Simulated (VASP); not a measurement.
Crystal: VN2.

```xyz
6
Lattice="-2.1507 2.1507 2.4914 2.1507 -2.1507 2.4914 2.1507 2.1507 -2.4914" Properties=species:S:1:pos:R:3 pbc="T T T"
V     0.0000    0.0000    1.2457
V     0.0000    0.0000    3.7370
N     2.6459    0.4951    0.0000
N     1.6556    0.4951    2.4914
N    -0.4951    1.6556    2.4914
N     0.4951    1.6556    0.0000
```

Base run:

```yaml
Program: VASP 6.6.1
Functional: PBEsol
Potentials_or_basis: VASP PAW PBE potentials, release 64 (V_sv, N)
Cutoff: 520 eV
k_mesh: 6 × 6 × 6, shifted
Occupations: gaussian, width 0.1 eV
Spin: no spin polarisation
```

Its results: band gap on the k mesh zero (band 23 reaches 11.45 eV, above the bottom of band 24 at 11.31 eV); pressure -10.9 GPa; largest force 0.373 eV/Å.

After a change of settings the same cell gave: band gap on the k mesh zero (band 23 reaches 11.44 eV, above the bottom of band 24 at 11.30 eV); pressure -7.6 GPa; largest force 0.063 eV/Å. Which change was it?
A. k mesh from 6 × 6 × 6, shifted to 16 × 16 × 16; further incar settings from ALGO = Normal; EDIFF = 1e-06; NBANDS = 32 to ALGO = Normal; EDIFF = 1e-07; NBANDS = 32
B. k mesh from 6 × 6 × 6, shifted to 12 × 12 × 12; occupations from gaussian, width 0.1 eV to methfessel-paxton, width 0.1 eV
C. k mesh from 6 × 6 × 6, shifted to 18 × 18 × 18
D. k mesh from 6 × 6 × 6, shifted to 2 × 2 × 2

D.

Caveats: some runs use coarse meshes; the PAW data sets were made with another functional, which shifts forces and pressure a little; the run has no spin polarisation, though such a crystal can be magnetic.
